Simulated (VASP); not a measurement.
Set up this calculation in VASP 6.6.1, as the native input.

```
Task                   : single point
Functional             : PBEsol
Potentials or basis    : VASP PAW PBE potentials, release 64 (Ir)
Cutoff                 : 520 eV
k mesh                 : 20 × 20 × 4
Occupations            : gaussian, width 0.15 eV
Spin                   : no spin polarisation
Dipole correction      : no
Further INCAR settings : ALGO = Fast; EDIFF = 1e-06; NBANDS = 36
```

The structure of Ir lies in POSCAR:

```
Ir
1.0
    1.9197000000     -1.9197000000      0.0000000000
    1.9197000000      0.0000000000     -1.9197000000
   11.1429016151     11.1429016151     11.1429016151
Ir
6
Direct
    0.6666666667      0.6666666667      0.0574152085
    0.0000000000      0.0000000000      0.6316821474
    0.3333333333      0.3333333333      0.1722685963
    0.6666666667      0.6666666667      0.4019753718
    0.0000000000      0.0000000000      0.2871219841
    0.3333333333      0.3333333333      0.5168287596
```

This cell differs from its parent crystal: the distance across one plane changed.

These files were run (other wordings do the same):

INCAR

```
SYSTEM = Ir
PREC     = Accurate       ! precision mode
ENCUT    = 520            ! plane-wave cutoff, eV
EDIFF    = 1E-6           ! SCF threshold, eV
ISMEAR   = 0              ! smearing method
SIGMA    = 0.15           ! smearing width, eV
LREAL    = .FALSE.        ! projectors in reciprocal space
LASPH    = .TRUE.         ! aspherical terms in the spheres
NELM     = 80             ! most SCF steps
ALGO     = Fast           ! electronic algorithm
ISIF     = 2              ! what is computed and relaxed
LWAVE    = .FALSE.        ! write WAVECAR
LCHARG   = .FALSE.        ! write CHGCAR
GGA      = PS             ! functional
NBANDS   = 36             ! bands
```

KPOINTS

```
Automatic mesh
0
G
  20 20 4
  0 0 0
```

Potentials or basis: VASP PAW PBE potentials, release 64 (Ir).

The run is started by

```console
$ cat potpaw_PBE.64/Ir/POTCAR > POTCAR
$ mpirun -np 1 vasp_std > vasp.out
```

Results of the run:

- Largest force: 0.563 eV/Å
- Band gap on the k mesh: zero (bands 27 and 28 overlap by 2.20 eV)

Caveat: the cell differs from its parent crystal (the distance across one plane changed); the PAW data sets were made with another functional, which shifts forces and pressure a little; spin-orbit coupling is left out, which moves the levels of the heavy elements.

Run time: 7.9 min on 1 thread of Intel(R) Xeon(R) 6975P-C (Granite Rapids), on a shared host, peak memory 0.6 GiB.
